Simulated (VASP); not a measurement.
# Ir (P6_3/mmc) in VASP: notebook, part 2 of 2

VASP 6.6.1. Earlier steps stand in the parts before.

### 3 Single point, PBEsol

This run uses another cell than the first one, of 14.04 Å³/atom, 0.960 times its volume.

Input file INCAR:

```
SYSTEM = Ir
  PREC = Accurate
  ENCUT = 520
  EDIFF = 1E-6
  ISMEAR = -1
  SIGMA = 0.05
  LREAL = .False.
  LASPH = .True.
  NELM = 100
  ALGO = Normal
  ISIF = 2
  LWAVE = .False.
  LCHARG = .False.
  GGA = PS
  NBANDS = 16
```

Input file KPOINTS:

```
regular mesh
0
Gamma
  9 9 5
  0 0 0
```

Input file POSCAR:

```
Ir
1.0
    2.7513778946      0.0000000000      0.0000000000
   -1.3756889473      2.3827631521      0.0000000000
    0.0000000000      0.0000000000      4.2837984000
Ir
2
Direct
    0.3333333333      0.6666666667      0.2500000000
    0.6666666667      0.3333333333      0.7500000000
```

Potentials or basis: VASP PAW PBE potentials, release 64 (Ir).

On the command line:

```console
$ cat potpaw_PBE.64/Ir/POTCAR > POTCAR
$ mpirun -np 1 vasp_std > vasp.out
```

It took 5.4 s on 1 thread of Intel Xeon 6975P-C (Granite Rapids), shared host; peak memory 0.14 GiB.

The run converged. Its results:

```
Free energy            : -19.4341 eV
Pressure               : 4.2 GPa
Band gap on the k mesh : zero (band 9 reaches 11.27 eV, above the bottom of band 10 at 8.42 eV)
```

Stress tensor (GPa, compression positive):
```
-2.67  0.00  0.00
 0.00 -2.67  0.00
 0.00  0.00 17.87
```

Levels at points of the mesh, in eV from the Fermi level:
```tsv
k point	band 6	band 7	band 8	band 9	band 10	band 11	band 12	band 13
(0.00, 0.00, 0.00)	-3.20	-3.20	-2.80	-2.80	-0.49	0.24	0.24	7.66
```

Caveat: the PAW data sets were made with another functional, which shifts forces and pressure a little; spin-orbit coupling is left out, which moves the levels of the heavy elements.

### 4 Single point, PBEsol

This run uses another cell than the first one, of 14.33 Å³/atom, 0.980 times its volume.

Input file INCAR:

```
SYSTEM = Ir
PREC = Accurate
ENCUT = 520
EDIFF = 1E-7
ISMEAR = -1
SIGMA = 0.05
LREAL = .False.
LASPH = .True.
NELM = 80
ALGO = Normal
ISIF = 2
LWAVE = .False.
LCHARG = .False.
GGA = PS
NBANDS = 16
```

KPOINTS is that of step 3.

Edit POSCAR of step 3 so:

```diff
@@ -4,3 +4,3 @@
    -1.3756889473      2.3827631521      0.0000000000
-    0.0000000000      0.0000000000      4.2837984000
+    0.0000000000      0.0000000000      4.3730442000
 Ir
```

Potentials or basis: VASP PAW PBE potentials, release 64 (Ir).

On the command line:

```console
$ cat potpaw_PBE.64/Ir/POTCAR > POTCAR
$ mpirun -np 1 vasp_std > vasp.out
```

OUTCAR:

```text
SYSTEM = Ir
   PREC = Accurate
   ENCUT = 520
   EDIFF = 1E-7
   ISMEAR = -1
   LREAL = .False.
   LASPH = .True.
   NELM = 80
   ISIF = 2
   GGA = PS

 ion  position               nearest neighbor table
   1  0.333  0.667  0.250-   2 2.70   2 2.70   2 2.70   2 2.70   2 2.70   2 2.70
   2  0.667  0.333  0.750-   1 2.70   1 2.70   1 2.70   1 2.70   1 2.70   1 2.70

  LATTYP: Found a hexagonal cell.
 ALAT       =     2.7513778946
 C/A-ratio  =     1.5894015172

  Lattice vectors:

[... 643 lines left out ...]

------------------------ aborting loop because EDIFF is reached ----------------------------------------

  FORCE on cell =-STRESS in cart. coord.  units (eV):
  Direction    XX          YY          ZZ          XY          YZ          ZX
  --------------------------------------------------------------------------------------
  -------------------------------------------------------------------------------------
  Total       -1.4137694     -1.4137694      0.3733606     -0.0000000      0.0000000      0.0000000
  in kB      -79.0085657    -79.0085657     20.8652742     -0.0000000      0.0000000      0.0000000
  external PRESSURE =     -45.7172858 kB  Pullay stress =       0.0000000 kB

 VOLUME and BASIS-vectors are now :
 -----------------------------------------------------------------------------
  energy-cutoff  :      520.00
  volume of cell :       28.67
      direct lattice vectors                 reciprocal lattice vectors
     2.751377895  0.000000000  0.000000000     0.363454254  0.209840411  0.000000000
    -1.375688947  2.382763152  0.000000000     0.000000000  0.419680823  0.000000000
     0.000000000  0.000000000  4.373044200     0.000000000  0.000000000  0.228673655

 POSITION                                       TOTAL-FORCE (eV/Angst)
 -----------------------------------------------------------------------------------
     -0.00000      1.58851      1.09326         0.000000     -0.000000      0.000000
      1.37569      0.79425      3.27978         0.000000      0.000000      0.000000
 -----------------------------------------------------------------------------------
    total drift:                                0.000000     -0.000000     -0.000000

  FREE ENERGIE OF THE ION-ELECTRON SYSTEM (eV)
  ---------------------------------------------------
  free  energy   TOTEN  =       -19.4704614353 eV

  energy  without entropy=      -19.4499146795  energy(sigma->0) =      -19.46018806
```

stdout:

```text
POSCAR found type information on POSCAR Ir
 POSCAR found :  1 types and       2 ions
 scaLAPACK will be used
 -----------------------------------------------------------------------------
|                                                                             |
|                                                                             |
|     You enforced a specific xc type in the INCAR file but a different       |
|     I HOPE YOU KNOW WHAT YOU ARE DOING!                                     |
|                                                                             |
 -----------------------------------------------------------------------------

 LDA part: xc-table for (Slater+PW92), standard interpolation
 POSCAR, INCAR and KPOINTS ok, starting setup
 FFT: planning ... GRIDC
 FFT: planning ... GRID_SOFT
 FFT: planning ... GRID
 WAVECAR not read
 entering main loop
```

Wall time 6.9 s (1 thread of Intel Xeon 6975P-C (Granite Rapids), shared host); peak memory 0.15 GiB.

Results:

| Item | Value |
| --- | --- |
| Free energy | -19.4705 eV |
| Pressure | -4.6 GPa |
| Band gap on the k mesh | zero (band 9 reaches 10.96 eV, above the bottom of band 10 at 8.04 eV) |

Stress tensor (GPa, compression positive):
```
-7.90  0.00  0.00
 0.00 -7.90  0.00
 0.00  0.00  2.09
```

Caveat: the PAW data sets were made with another functional, which shifts forces and pressure a little; spin-orbit coupling is left out, which moves the levels of the heavy elements.

### 5 Overview

```tsv
task	cell	k mesh	cutoff (eV)	gap on the mesh (eV)	pressure (GPa)
relaxation of cell and atoms	relaxed to 30 GPa from a = 2.751, b = 2.751, c = 4.462 Å, angles 90.0, 90.0, 120.0°, 2 atoms	11 × 11 × 6	600	none	30.0
single point	a = 2.751, b = 2.751, c = 4.284 Å, angles 90.0, 90.0, 120.0°, 2 atoms	9 × 9 × 5	520	none	4.2
single point	a = 2.751, b = 2.751, c = 4.373 Å, angles 90.0, 90.0, 120.0°, 2 atoms	9 × 9 × 5	520	none	-4.6
```

Alike in all rows: level PBEsol; potentials or basis VASP PAW PBE potentials, release 64 (Ir); no spin polarisation; smearing fermi-dirac 0.05 eV.

Caveats: the PAW data sets were made with another functional, which shifts forces and pressure a little; spin-orbit coupling is left out, which moves the levels of the heavy elements; the cell is relaxed towards a set pressure, so the enthalpy falls and the energy may rise (some runs).

Absolute energies hang on the potentials; compare differences alone.
